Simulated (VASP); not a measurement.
# W (Im-3m) in VASP: single point with PBEsol

Aim: the single point of W with PBEsol.

Program: VASP 6.6.1. These are calculated values, not measurements. Logs are shortened: lines on timing, memory, paths and dates and some standing lists are left out, and cuts for length are marked.

## 1. The cell of the first run

Symmetry: Im-3m, No. 229, cubic system. The conventional cell has a = 3.194 Å, b = 3.194 Å, c = 3.194 Å, α = 90.00°, β = 90.00°, γ = 90.00°. W (site symmetry m-3m) has 14 W at 2.77 to 3.19 Å within 3.6 Å.

## 2. Single point, PBEsol

Contents of INCAR:

```
PREC     = Accurate       # precision mode
ENCUT    = 520            # plane-wave cutoff, eV
EDIFF    = 1E-7           # SCF threshold, eV
ISMEAR   = -1             # smearing method
SIGMA    = 0.1            # smearing width, eV
LREAL    = False          # projectors in reciprocal space
LASPH    = True           # aspherical terms in the spheres
NELM     = 100            # most SCF steps
ALGO     = Normal         # electronic algorithm
ISIF     = 2              # what is computed and relaxed
LWAVE    = False          # write WAVECAR
LCHARG   = False          # write CHGCAR
GGA      = PS             # functional
NBANDS   = 13             # bands
```

Contents of KPOINTS:

```
Automatic mesh
0
Gamma
  15 15 15
```

Contents of POSCAR:

```
W
1.0
   -1.5971836500      1.5971836500      1.5971836500
    1.5971836500     -1.5971836500      1.5971836500
    1.5971836500      1.5971836500     -1.5971836500
W
1
Direct
    0.0000000000      0.0000000000      0.0000000000
```

Potentials or basis: VASP PAW PBE potentials, release 64 (W_sv).

Command:

```console
> cat potpaw_PBE.64/W_sv/POTCAR > POTCAR
> mpirun -np 1 vasp_std > vasp.out
```

OUTCAR:

```text
PREC = Accurate
   ENCUT = 520
   EDIFF = 1E-7
   ISMEAR = -1
   LREAL = False
   LASPH = True
   NELM = 100
   ISIF = 2
   GGA = PS

 ion  position               nearest neighbor table
   1  0.000  0.000  0.000-

  LATTYP: Found a body centered cubic cell.
 ALAT       =     3.1943673000

  Lattice vectors:

 A1 = (  -1.5971836500,   1.5971836500,   1.5971836500)
 A2 = (   1.5971836500,  -1.5971836500,   1.5971836500)
 A3 = (   1.5971836500,   1.5971836500,  -1.5971836500)

Analysis of symmetry for initial positions (statically):
=====================================================================
 Subroutine PRICEL returns:
 Original cell was already a primitive cell.

 Routine SETGRP: Setting up the symmetry group for a
 body centered cubic supercell.

 Subroutine GETGRP returns: Found 48 space group operations
 (whereof 48 operations were pure point group operations)
 out of a pool of 48 trial point group operations.

The static configuration has the point symmetry O_h .

Analysis of symmetry for dynamics (positions and initial velocities):
=====================================================================
 Subroutine PRICEL returns:
 Original cell was already a primitive cell.

 Routine SETGRP: Setting up the symmetry group for a
 body centered cubic supercell.

 Subroutine GETGRP returns: Found 48 space group operations
 (whereof 48 operations were pure point group operations)
 out of a pool of 48 trial point group operations.

The dynamic configuration has the point symmetry O_h .

 Subroutine INISYM returns: Found 48 space group operations
 (whereof 48 operations are pure point group operations),
 and found     1 'primitive' translations

----------------------------------------------------------------------------------------

                                     Primitive cell

  volume of cell :      16.2976

  direct lattice vectors                    reciprocal lattice vectors
    -1.597183650  1.597183650  1.597183650     0.000000000  0.313051038  0.313051038
     1.597183650 -1.597183650  1.597183650     0.313051038  0.000000000  0.313051038
     1.597183650  1.597183650 -1.597183650     0.313051038  0.313051038  0.000000000

  length of vectors
     2.766403231  2.766403231  2.766403231     0.442721024  0.442721024  0.442721024

  position of ions in fractional coordinates (direct lattice)
     0.000000000  0.000000000  0.000000000

  ion indices of the primitive-cell ions
   primitive index   ion index
                 1           1

----------------------------------------------------------------------------------------

 KPOINTS: Automatic mesh

Automatic generation of k-mesh.
 Grid dimensions read from file:
 generate k-points for:   15   15   15

 Generating k-lattice:

  Cartesian coordinates                     Fractional coordinates (reciprocal lattice)
     0.000000000  0.020870069  0.020870069     0.066666667  0.000000000  0.000000000
     0.020870069  0.000000000  0.020870069     0.000000000  0.066666667  0.000000000
     0.020870069  0.020870069  0.000000000     0.000000000  0.000000000  0.066666667

  Length of vectors
     0.029514735  0.029514735  0.029514735

  Shift w.r.t. Gamma in fractional coordinates (k-lattice)
     0.000000000  0.000000000  0.000000000

 Subroutine IBZKPT returns following result:
 ===========================================

 Found    120 irreducible k-points:

 Following reciprocal coordinates:
            Coordinates               Weight
  0.000000  0.000000  0.000000      1.000000
  0.066667  0.000000  0.000000     12.000000
  0.133333  0.000000  0.000000     12.000000
  0.200000  0.000000  0.000000     12.000000
  0.266667  0.000000  0.000000     12.000000
  0.333333  0.000000  0.000000     12.000000
[... 16 lines left out ...]
  0.333333  0.200000  0.000000     48.000000
  0.400000  0.200000  0.000000     24.000000
 [... further k-points ...]
   k-points           NKPTS =    120   k-points in BZ     NKDIM =    120   number of bands    NBANDS=     13
   number of dos      NEDOS =    301   number of ions     NIONS =      1
   total plane-waves  NPLWV =  13824
   dimension x,y,z NGX =    24 NGY =   24 NGZ =   24
   dimension x,y,z NGXF=    48 NGYF=   48 NGZF=   48
   ions per type =               1
   NGX,Y,Z   is equivalent  to a cutoff of  14.42, 14.42, 14.42 a.u.
   NGXF,Y,Z  is equivalent  to a cutoff of  28.85, 28.85, 28.85 a.u.
 SYSTEM =  unknown system
   PREC   = accura    normal or accurate (medium, high low for compatibility)
   ISTART =      0    job   : 0-new  1-cont  2-samecut
   ICHARG =      2    charge: 1-file 2-atom 10-const
   ISPIN  =      1    spin polarized calculation?
   LNONCOLLINEAR =      F non collinear calculations
   LSORBIT =      F    spin-orbit coupling
   LASPH  =      T    aspherical Exc in radial PAW
   ENCUT  =  520.0 eV  38.22 Ry    6.18 a.u.   5.14  5.14  5.14*2*pi/ulx,y,z
   NELM   =    100;   NELMIN=  2; NELMDL= -5     # of ELM steps
   EDIFF  = 0.1E-06   stopping-criterion for ELM
   LREAL  =      F    real-space projection
   EDIFFG = 0.1E-05   stopping-criterion for IOM
   NSW    =      0    number of steps for IOM
   IBRION =     -1    ionic relax: 0-MD 1-quasi-New 2-CG
   NFREE  =      0    steps in history (QN), initial steepest desc. (CG)
   ISIF   =      2    stress and relaxation
   ISYM   =      2    0-nonsym 1-usesym 2-fastsym
   POTIM  = 0.5000    time-step for ionic-motion
   TEBEG  =    0.0;   TEEND  =   0.0 temperature during run
   PSTRESS=    0.0 pullay stress
   NELECT =      14.0000    total number of electrons
   NUPDOWN=      -1.0000    fix difference up-down
   EMIN   =  10.00;   EMAX   =-10.00  energy-range for DOS
   EFERMI =   0.00;   METHOD = LEGACY
   ISMEAR =    -1;   SIGMA  =   0.10  broadening in eV -4-tet -1-fermi 0-gaus
   EFERMI_NEDOS =   21; number of points for ismear=-14 and -15
   IALGO  =     38    algorithm
   IMIX   =      4    mixing-type and parameters
     AMIX     =   0.40;   BMIX     =  1.00
     AMIX_MAG =   1.60;   BMIX_MAG =  1.00
  volume/ion in A,a.u.               =      16.30       109.98
  Fermi-wavevector in a.u.,A,eV,Ry     =   1.556238  2.940863 32.951629  2.421876
  Thomas-Fermi vector in A             =   2.660063
   LORBIT       =      0    0 simple, 1 ext, 2 COOP (PROOUT), +10 PAW based schemes
   GGA     = PS    functional components
   LHFCALC =     F    Hartree Fock is set to
   AEXX    =    0.0000 exact exchange contribution
   IVDW    =     0    specifies the selected vdW correction
   LEPSILON=     F    determine dielectric tensor
   LRPA    =     F    only Hartree local field effects (RPA)
 non-spin polarized calculation
  energy-cutoff  :      520.00
  volume of cell :       16.30
 maximum number of plane-waves:       450
 NGX is ok and might be reduce to    24
   NGX = 11   NGY = 11   NGZ = 11

 number of electron      14.0000002 magnetization

 Free energy of the ion-electron system (eV)
  ---------------------------------------------------
  ext. energy  EPLUGINS =         0.00000000
  ---------------------------------------------------
  free energy    TOTEN  =       -13.79053348 eV

  energy without entropy =      -13.77544981  energy(sigma->0) =      -13.78299165

 E-fermi :  10.8412     XC(G=0): -13.6049

 val. band max:       10.8146212547   @ k =  -0.3333   0.4000   0.2667
 cond. band min:      10.9669627135   @ k =  -0.2667   0.2667   0.1333
 fundamental gap:      0.1523414588
 Fermi energy:        10.8411816564

 k-point     1 :       0.0000    0.0000    0.0000
  band No.  band energies     occupation
      1     -63.3095      2.00000
      2     -26.9059      2.00000
      3     -26.9059      2.00000
      4     -26.9059      2.00000
      5       1.3804      2.00000
      6       9.6882      1.99998
      7       9.6882      1.99998
      8       9.6882      1.99998
      9      13.0461      0.00000
     10      13.0461      0.00000
     11      25.3568      0.00000
     12      25.3568      0.00000
     13      25.3568      0.00000

 k-point     2 :       0.0667    0.0000    0.0000
  band No.  band energies     occupation
      1     -63.3045      2.00000
      2     -26.9609      2.00000
      3     -26.9232      2.00000
      4     -26.9062      2.00000
      5       1.5887      2.00000
      6       9.5629      1.99999
      7       9.6590      1.99999
      8       9.8886      1.99985
      9      12.8512      0.00000
     10      13.0482      0.00000
     11      25.5310      0.00000
     12      25.7115      0.00000
     13      25.8534      0.00000

 k-point     3 :       0.1333    0.0000    0.0000
  band No.  band energies     occupation
      1     -63.2900      2.00000
      2     -27.1140      2.00000
      3     -26.9717      2.00000
      4     -26.9068      2.00000
      5       2.1811      2.00000
      6       9.2281      2.00000
      7       9.5218      2.00000
      8      10.4808      1.94699
      9      12.4934      0.00000
     10      13.0680      0.00000
     11      25.9162      0.00000
     12      26.7311      0.00000
     13      27.0118      0.00000
[... 305 lines left out ...]
 k-point    23 :       0.3333    0.2000    0.0000
  band No.  band energies     occupation
      1     -63.1854      2.00000
      2     -27.9259      2.00000
      3     -27.4261      2.00000
      4     -27.0242      2.00000
      5       5.9420      2.00000
      6       7.7011      2.00000
      7       9.2329      2.00000
      8      12.7702      0.00000
      9      14.0026      0.00000
     10      18.2389      0.00000
     11      20.6337      0.00000
     12      24.3001      0.00000
     13      26.7754      0.00000

 k-point    24 :       0.4000    0.2000    0.0000
  band No.  band energies     occupation
      1     -63.1812      2.00000
      2     -27.9447      2.00000
      3     -27.4586      2.00000
      4     -27.0265      2.00000
      5       5.9347      2.00000
      6       7.6822      2.00000
      7       9.5036      2.00000
      8      12.8095      0.00000
      9      14.1929      0.00000
     10      18.9638      0.00000
     11      19.8485      0.00000
     12      23.7899      0.00000
     13      26.6481      0.00000

 [... further k-points ...]
[... 5 lines left out ...]
  --------------------------------------------------------------------------------------
  -------------------------------------------------------------------------------------
  Total       -1.0951981     -1.0951981     -1.0951981     -0.0000000     -0.0000000      0.0000000
  in kB     -107.6660347   -107.6660347   -107.6660347     -0.0000000     -0.0000000      0.0000000
  external PRESSURE =    -107.6660347 kB  Pullay stress =       0.0000000 kB

 VOLUME and BASIS-vectors are now :
 -----------------------------------------------------------------------------
  energy-cutoff  :      520.00
  volume of cell :       16.30
      direct lattice vectors                 reciprocal lattice vectors
    -1.597183650  1.597183650  1.597183650     0.000000000  0.313051038  0.313051038
     1.597183650 -1.597183650  1.597183650     0.313051038  0.000000000  0.313051038
     1.597183650  1.597183650 -1.597183650     0.313051038  0.313051038  0.000000000

 POSITION                                       TOTAL-FORCE (eV/Angst)
 -----------------------------------------------------------------------------------
      0.00000      0.00000      0.00000         0.000000      0.000000      0.000000
 -----------------------------------------------------------------------------------
    total drift:                                0.000000      0.000000      0.000000

  FREE ENERGIE OF THE ION-ELECTRON SYSTEM (eV)
  ---------------------------------------------------
  free  energy   TOTEN  =       -13.7905334785 eV

  energy  without entropy=      -13.7754498143  energy(sigma->0) =      -13.78299165
```

It took 16 s on 1 thread of Intel Xeon 6975P-C, shared host; peak memory 0.16 GiB.

What came out:

* Free energy: -13.7905 eV
* Pressure: -10.8 GPa
* Band gap on the k mesh: zero (band 7 reaches 15.36 eV, above the bottom of band 8 at 9.69 eV)

Caveat: the PAW data sets were made with another functional, which shifts forces and pressure a little; spin-orbit coupling is left out, which moves the levels of the heavy elements.
